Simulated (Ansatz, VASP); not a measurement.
## Two plane-wave programs on Cd3Ge2

```xyz
5
Lattice="4.6645 0.0000 0.0000 -2.3322 4.0396 0.0000 0.0000 0.0000 5.9385" Properties=species:S:1:pos:R:3 pbc="T T T"
Cd    2.3322    1.3465    1.3797
Cd    2.3322    1.3465    4.5588
Cd    0.0000    0.0000    2.9693
Ge    0.0000    0.0000    0.0000
Ge    0.0000    2.6930    2.9693
```

Alike in both runs: functional PBEsol; k mesh 12 × 12 × 6; occupations gaussian, width 0.1 eV; no spin polarisation.

Ansatz relaxed the structure, and its values are those at the end. VASP's run is a single point on that final structure, the one shown.

```csv
,VASP,Ansatz
version,VASP 6.6.1,Ansatz 0.2.0
potentials or method,"VASP PAW PBE potentials, release 64 (Cd, Ge_d), cutoff 520 eV","scalar-relativistic, plane waves, PAW"
valence electrons in the cell,64,88
```

|  | VASP | Ansatz | Ansatz less VASP |
| --- | --- | --- | --- |
| gap on the k mesh at the Fermi level (eV) | none | none | - |
| pressure (GPa) | 0.3 | 0.0 | -0.28 |

VASP's potentials were made for PBE, not for PBEsol. A gap of «none» marks a metal or a gap that the smearing closes. VASP's potentials hold 64 valence electrons a cell and Ansatz's 88, so a difference there can come from the potentials and not from the codes.
